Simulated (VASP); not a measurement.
A run of VASP 6.6.1 is set up as follows.

Contents of INCAR:

```
ALGO = Normal
EDIFF = 1E-6
EDIFFG = -0.05
ENCUT = 600
GGA = PE
IBRION = 2
ISIF = 3
ISMEAR = 0
LASPH = T
LCHARG = F
LREAL = F
LWAVE = F
NELM = 60
NSW = 80
PREC = Accurate
PSTRESS = 101.0
SIGMA = 0.1
```

Contents of KPOINTS:

```
k-points
0
Gamma
  8 8 8
```

Contents of POSCAR:

```
Bi
1.0
   -1.9814305318      1.9814305318      1.9814305318
    1.9814305318     -1.9814305318      1.9814305318
    1.9814305318      1.9814305318     -1.9814305318
Bi
1
Direct
    0.0000000000      0.0000000000      0.0000000000
```

Potentials or basis: VASP PAW PBE potentials, release 64 (Bi_d).

The run is started by

```sh
$ cat potpaw_PBE.64/Bi_d/POTCAR > POTCAR
$ mpirun -np 1 vasp_std > vasp.out
```

Q: Estimate the space group after relaxing (to 0.05 Å).

A: Im-3m (No. 229).

Q: Estimate the relaxed volume.

A: 27.49 Å³/atom.

Q: What does it give for the relaxed cell?

A: a = 3.293 Å, b = 3.293 Å, c = 3.293 Å, α = 109.47°, β = 109.47°, γ = 109.47°.

Final structure:
```cif
data_structure
_symmetry_space_group_name_H-M 'P 1'
_symmetry_Int_Tables_number 1
_cell_length_a 3.2929
_cell_length_b 3.2929
_cell_length_c 3.2929
_cell_angle_alpha 109.471
_cell_angle_beta 109.471
_cell_angle_gamma 109.471
_cell_volume 27.49
loop_
_atom_site_label
_atom_site_type_symbol
_atom_site_fract_x
_atom_site_fract_y
_atom_site_fract_z
_atom_site_occupancy
Bi1 Bi 0.00000 0.00000 0.00000 1
```

Caveat: the cell is relaxed towards a set pressure, so the enthalpy falls and the energy may rise.
